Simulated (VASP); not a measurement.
# Sb (R-3m) in VASP: further runs, part 4 of 4

VASP 6.6.1.

### Step 6. Electric field gradients, PBE (zz strain of -2 %)

INCAR reads:

```
PREC = Accurate
ENCUT = 400
EDIFF = 1E-8
ISMEAR = -1
SIGMA = 0.05
LREAL = F
LASPH = T
NELM = 120
ALGO = Normal
ISIF = 2
LWAVE = F
LCHARG = F
GGA = PE
LEFG = T
NBANDS = 12
GGA_COMPAT = F
```

KPOINTS reads:

```
Automatic mesh
0
Gamma
  9 9 9
```

POSCAR reads:

```
Sb
1.0
    2.1506003320      1.2416496806      3.6691200000
   -2.1506003320      1.2416496806      3.6691200000
    0.0000000000     -2.4832993611      3.6691200000
Sb
2
Direct
    0.2336400000      0.2336400000      0.2336400000
    0.7663600000      0.7663600000      0.7663600000
```

Potentials or basis: VASP PAW PBE potentials, release 64 (Sb).

On the command line:

```console
> cat potpaw_PBE.64/Sb/POTCAR > POTCAR
> mpirun -np 1 vasp_std > vasp.out
```

OUTCAR:

```text
PREC = Accurate
   ENCUT = 400
   EDIFF = 1E-8
   ISMEAR = -1
   LREAL = F
   LASPH = T
   NELM = 120
   ISIF = 2
   GGA = PE

 ion  position               nearest neighbor table
   1  0.234  0.234  0.234-   2 2.89   2 2.89   2 2.89   2 3.31   2 3.31   2 3.31
   2  0.766  0.766  0.766-   1 2.89   1 2.89   1 2.89   1 3.31   1 3.31   1 3.31

  LATTYP: Found a trigonal (rhomboedric) cell.
 ALAT       =     4.4304872522
 COS(alpha) =     0.5287553529

  Lattice vectors:

 A1 = (   2.1506003320,   1.2416496806,   3.6691200000)
 A2 = (  -2.1506003320,   1.2416496806,   3.6691200000)
 A3 = (   0.0000000000,  -2.4832993611,   3.6691200000)

Analysis of symmetry for initial positions (statically):
=====================================================================
 Subroutine PRICEL returns:
 Original cell was already a primitive cell.

 Routine SETGRP: Setting up the symmetry group for a
 trigonal (rhombohedral) supercell.

 Subroutine GETGRP returns: Found 12 space group operations
 (whereof 12 operations were pure point group operations)
 out of a pool of 12 trial point group operations.

The static configuration has the point symmetry D_3d.

Analysis of symmetry for dynamics (positions and initial velocities):
=====================================================================
 Subroutine PRICEL returns:
 Original cell was already a primitive cell.

 Routine SETGRP: Setting up the symmetry group for a
 trigonal (rhombohedral) supercell.

 Subroutine GETGRP returns: Found 12 space group operations
 (whereof 12 operations were pure point group operations)
 out of a pool of 12 trial point group operations.

The dynamic configuration has the point symmetry D_3d.

 Subroutine INISYM returns: Found 12 space group operations
 (whereof 12 operations are pure point group operations),
 and found     1 'primitive' translations

----------------------------------------------------------------------------------------

                                     Primitive cell

  volume of cell :      58.7857

  direct lattice vectors                    reciprocal lattice vectors
     2.150600332  1.241649681  3.669120000     0.232493222  0.134230024  0.090848305
    -2.150600332  1.241649681  3.669120000    -0.232493222  0.134230024  0.090848305
     0.000000000 -2.483299361  3.669120000     0.000000000 -0.268460048  0.090848305

  length of vectors
     4.430487252  4.430487252  4.430487252     0.283415264  0.283415264  0.283415264

  position of ions in fractional coordinates (direct lattice)
     0.233640000  0.233640000  0.233640000
     0.766360000  0.766360000  0.766360000

  ion indices of the primitive-cell ions
   primitive index   ion index
                 1           1
                 2           2

----------------------------------------------------------------------------------------

 KPOINTS: Automatic mesh

Automatic generation of k-mesh.
 Grid dimensions read from file:
[... 82 lines left out ...]
   IALGO  =     38    algorithm
   IMIX   =      4    mixing-type and parameters
     AMIX     =   0.40;   BMIX     =  1.00
     AMIX_MAG =   1.60;   BMIX_MAG =  1.00
  volume/ion in A,a.u.               =      29.39       198.35
  Fermi-wavevector in a.u.,A,eV,Ry     =   0.907091  1.714153 11.195065  0.822814
  Thomas-Fermi vector in A             =   2.030857
   LORBIT       =      0    0 simple, 1 ext, 2 COOP (PROOUT), +10 PAW based schemes
   GGA     = PE    functional components
   LHFCALC =     F    Hartree Fock is set to
   AEXX    =    0.0000 exact exchange contribution
   IVDW    =     0    specifies the selected vdW correction
   LEPSILON=     F    determine dielectric tensor
   LRPA    =     F    only Hartree local field effects (RPA)
 non-spin polarized calculation
  energy-cutoff  :      400.00
  volume of cell :       58.79
 maximum number of plane-waves:      1078
 NGX is ok and might be reduce to    30
   NGX = 15   NGY = 15   NGZ = 15

 number of electron      10.0000001 magnetization

 Free energy of the ion-electron system (eV)
  ---------------------------------------------------
  ext. energy  EPLUGINS =         0.00000000
  ---------------------------------------------------
  free energy    TOTEN  =        -8.22205583 eV

  energy without entropy =       -8.22007917  energy(sigma->0) =       -8.22106750

 E-fermi :   7.6167     XC(G=0):  -9.6503

 val. band max:        7.5851289303   @ k =   0.3333   0.1111   0.1111
 cond. band min:       7.6334093369   @ k =   0.4444   0.0000   0.0000
 fundamental gap:      0.0482804066
 Fermi energy:         7.6166561833

 k-point     1 :       0.0000    0.0000    0.0000
  band No.  band energies     occupation
      1      -5.3000      2.00000
      2       3.0108      2.00000
      3       5.6576      2.00000
      4       5.6943      2.00000
      5       5.6943      2.00000
      6       9.7308      0.00000
      7      10.3874      0.00000
      8      10.3874      0.00000
      9      12.5974      0.00000
     10      12.5974      0.00000
     11      12.9019      0.00000
     12      14.1303      0.00000
[... 331 lines left out ...]
 k-point    24 :       0.4444    0.4444    0.0000
  band No.  band energies     occupation
      1      -2.9979      2.00000
      2      -0.2859      2.00000
      3       2.2108      2.00000
      4       3.8076      2.00000
      5       3.8746      2.00000
      6       9.0938      0.00000
      7      12.6757      0.00000
      8      13.1697      0.00000
      9      14.3986      0.00000
     10      16.2419      0.00000
     11      17.3807      0.00000
     12      18.5152      0.00000

 [... further k-points ...]

------------------------ aborting loop because EDIFF is reached ----------------------------------------

  FORCE on cell =-STRESS in cart. coord.  units (eV):
  Direction    XX          YY          ZZ          XY          YZ          ZX
  --------------------------------------------------------------------------------------
  -------------------------------------------------------------------------------------
  Total        1.6133348      1.6133348      1.6191900      0.0000000      0.0000000      0.0000000
  in kB       43.9706736     43.9706736     44.1302558      0.0000000      0.0000000      0.0000000
  external PRESSURE =      44.0238677 kB  Pullay stress =       0.0000000 kB

 VOLUME and BASIS-vectors are now :
 -----------------------------------------------------------------------------
  energy-cutoff  :      400.00
  volume of cell :       58.79
      direct lattice vectors                 reciprocal lattice vectors
     2.150600332  1.241649681  3.669120000     0.232493222  0.134230024  0.090848305
    -2.150600332  1.241649681  3.669120000    -0.232493222  0.134230024  0.090848305
     0.000000000 -2.483299361  3.669120000     0.000000000 -0.268460048  0.090848305

 POSITION                                       TOTAL-FORCE (eV/Angst)
 -----------------------------------------------------------------------------------
      0.00000      0.00000      2.57176         0.000000      0.000000      0.373552
      0.00000      0.00000      8.43560         0.000000     -0.000000     -0.373552
 -----------------------------------------------------------------------------------
    total drift:                                0.000000     -0.000000      0.000000

  FREE ENERGIE OF THE ION-ELECTRON SYSTEM (eV)
  ---------------------------------------------------
  free  energy   TOTEN  =        -8.2220558346 eV

  energy  without entropy=       -8.2200791697  energy(sigma->0) =       -8.22106750

 Electric field gradients (V/A^2)
---------------------------------------------------------------------
 ion       V_xx      V_yy      V_zz      V_xy      V_xz      V_yz
---------------------------------------------------------------------
   1      26.110    26.110   -52.221     0.000    -0.000    -0.000
   2      26.110    26.110   -52.221     0.000    -0.000    -0.000
---------------------------------------------------------------------

 Electric field gradients after diagonalization (V/A^2)
 (convention: |V_zz| > |V_xx| > |V_yy|)
----------------------------------------------------------------------
 ion       V_xx      V_yy      V_zz     asymmetry (V_yy - V_xx)/ V_zz
----------------------------------------------------------------------
   1      26.110    26.110   -52.221       0.000
   2      26.110    26.110   -52.221       0.000
----------------------------------------------------------------------

           NMR quadrupolar parameters

 Cq : quadrupolar parameter    Cq=e*Q*V_zz/h
 eta: asymmetry parameters     (V_yy - V_xx)/ V_zz
 Q  : nuclear electric quadrupole moment in mb (millibarn)
----------------------------------------------------------------------
 ion       Cq(MHz)       eta       Q (mb)
----------------------------------------------------------------------
   1      -0.126       0.000       1.000
   2      -0.126       0.000       1.000
----------------------------------------------------------------------
```

OSZICAR:

```text
N       E                     dE             d eps       ncg     rms          rms(c)
DAV:   1     0.285609712335E+02    0.28561E+02   -0.31317E+03  2040   0.534E+02
DAV:   2    -0.664872813375E+01   -0.35210E+02   -0.33780E+02  2732   0.979E+01
DAV:   3    -0.821245929439E+01   -0.15637E+01   -0.15511E+01  2452   0.226E+01
DAV:   4    -0.822522891225E+01   -0.12770E-01   -0.12768E-01  2364   0.251E+00
DAV:   5    -0.822538457444E+01   -0.15566E-03   -0.15566E-03  2496   0.295E-01    0.316E+00
DAV:   6    -0.822288495390E+01    0.24996E-02   -0.29157E-03  2384   0.338E-01    0.192E+00
DAV:   7    -0.822192447996E+01    0.96047E-03   -0.67972E-03  2348   0.514E-01    0.728E-02
DAV:   8    -0.822202667637E+01   -0.10220E-03   -0.23913E-04  2516   0.938E-02    0.258E-02
DAV:   9    -0.822205473937E+01   -0.28063E-04   -0.42307E-05  2376   0.385E-02    0.641E-03
DAV:  10    -0.822205547908E+01   -0.73971E-06   -0.46786E-06  2464   0.116E-02    0.159E-03
DAV:  11    -0.822205554970E+01   -0.70620E-07   -0.46466E-07  2432   0.418E-03    0.900E-04
DAV:  12    -0.822205579077E+01   -0.24107E-06   -0.44651E-08  2488   0.114E-03    0.206E-04
DAV:  13    -0.822205584540E+01   -0.54634E-07   -0.59194E-09  1732   0.470E-04    0.835E-05
DAV:  14    -0.822205583506E+01    0.10344E-07   -0.65197E-10  1260   0.173E-04    0.511E-06
DAV:  15    -0.822205583464E+01    0.41609E-09   -0.60759E-11  1200   0.599E-05
   1 F= -.82220558E+01 E0= -.82210675E+01  d E =-.197666E-02
```

Run time: 27 s. Hardware: 1 thread of AMD EPYC 9R14 (Zen 4), shared host; peak memory 0.15 GiB.

Results:

```
Free energy            : -8.2221 eV
Pressure               : 4.4 GPa
Largest force          : 0.374 eV/Å
Band gap on the k mesh : 0.05 eV, indirect (least direct gap 0.46 eV)
```

Forces on the atoms (eV/Å):
```
Sb   0.000  0.000  0.374
Sb   0.000  0.000 -0.374
```

Electric field gradients, principal values (V/Å²):
```
atom   least  middle  greatest (by size)
1 Sb  26.110  26.110             -52.221
2 Sb  26.110  26.110             -52.221
```

Caveat: the cell differs from its parent crystal (zz strain of -2 %); without QUAD_EFG the Cq values of the log hold for a quadrupole moment of 1 mb, not for the nuclei; spin-orbit coupling is left out, which moves the levels of the heavy elements. A k mesh can miss the band edges.

### Step 7. The runs side by side

| level | potentials or basis | cell | second run | gap on the mesh (eV) | pressure (GPa) | largest force (eV/Å) |
| --- | --- | --- | --- | --- | --- | --- |
| PBEsol | VASP PAW PBE potentials, release 64 (Sb_d_GW) | a = 4.493 Å, angles 57.2°, 2 atoms | valence_matched | 0.06 | 0.1 | 0.15 |
| PBEsol+D4 | VASP PAW PBE potentials, release 64 (Sb_d_GW) | a = 4.493 Å, angles 57.2°, 2 atoms | valence_matched | 0.06 | -1.4 | 0.14 |
| PBE | VASP PAW PBE potentials, release 64 (Sb_d_GW) | a = 4.587 Å, angles 55.9°, 2 atoms | valence_matched | 0.06 | 1.2 | - |
| PBEsol | VASP PAW PBE potentials, release 64 (Sb_d_GW) | a = 4.552 Å, angles 57.2°, 2 atoms | valence_matched | 0.14 | -2.0 | 0.05 |
| PBE | VASP PAW PBE potentials, release 64 (Sb) | a = 4.430 Å, angles 58.1°, 2 atoms | - | 0.05 | 4.4 | 0.37 |

Alike in all rows: task electric field gradients; no spin polarisation; k mesh 9 × 9 × 9; cutoff (eV) 400; smearing fermi-dirac 0.05 eV.

Caveats: spin-orbit coupling is left out, which moves the levels of the heavy elements; the PAW data sets were made with another functional, which shifts forces and pressure a little (some runs).

Total energies depend on the potentials used, so only differences within one code and one set of settings carry meaning.
